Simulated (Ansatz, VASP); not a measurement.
## One calculation of HfSi4, two programs

```
Hf Si
1.0
     5.18988    0.00000    0.00000
    -2.59494    4.49457    0.00000
     0.00000    0.00000    5.14666
Hf Si
1 4
Cartesian
  0.0000 0.0000 2.5733
  2.5949 0.0000 2.5733
  -1.2975 2.2473 2.5733
  1.2975 2.2473 2.5733
  0.0000 0.0000 0.0000
```

Alike in both runs: functional PBE; k mesh 6 × 6 × 4; occupations gaussian, width 0.1 eV; no spin polarisation.

Ansatz relaxed the structure, and its values are those at the end. VASP's run is a single point on that final structure, the one shown.

|  | VASP | Ansatz |
| --- | --- | --- |
| version | VASP 6.6.1 | Ansatz 0.2.0 |
| potentials or method | VASP PAW PBE potentials, release 64 (Hf_pv, Si), cutoff 520 eV | scalar-relativistic, plane waves, PAW |
| valence electrons in the cell | 26 | 42 |

```tsv
	VASP	Ansatz	Ansatz less VASP
gap on the k mesh at the Fermi level (eV)	none	none	-
pressure (GPa)	0.3	0.0	-0.27
```

A gap of «none» marks a metal or a gap that the smearing closes. With one functional, cell and mesh, what is left measures potentials, basis and numerics. VASP's potentials hold 26 valence electrons a cell and Ansatz's 42, so a difference there can come from the potentials and not from the codes.

Spin-orbit coupling is off throughout.
